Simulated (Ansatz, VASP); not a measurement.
# CdS in VASP and in Ansatz

```xyz
2
Lattice="0.0000 2.9165 2.9165 2.9165 0.0000 2.9165 2.9165 2.9165 0.0000" Properties=species:S:1:pos:R:3 pbc="T T T"
Cd    0.0000    0.0000    0.0000
S     4.3748    4.3748    4.3748
```

Alike in both runs: functional BHLYP; k mesh 5 × 5 × 5; occupations fermi-dirac, width 0.05 eV; no spin polarisation.

|  | VASP | Ansatz |
| --- | --- | --- |
| version | VASP 6.6.1 | Ansatz 0.2.0 |
| potentials or method | VASP PAW PBE potentials, release 64 (Cd, S) | Ansatz PAW |
| plane-wave cutoff (eV) | 520 | 420 |
| valence electrons in the cell | 18 | 26 |
| task | single point | band structure |

|  | VASP | Ansatz | Ansatz less VASP |
| --- | --- | --- | --- |
| gap on the k mesh at the Fermi level (eV) | 4.64 | 4.58 | -0.060 |
| least direct gap on the mesh (eV) | 4.64 | 4.58 | -0.060 |
| pressure (GPa) | 3.7 | 3.5 | -0.20 |

VASP's potentials were made for PBE, not for BHLYP. With one functional, cell and mesh, what is left measures potentials, basis and numerics. VASP's potentials hold 18 valence electrons a cell and Ansatz's 26, so a difference there can come from the potentials and not from the codes.
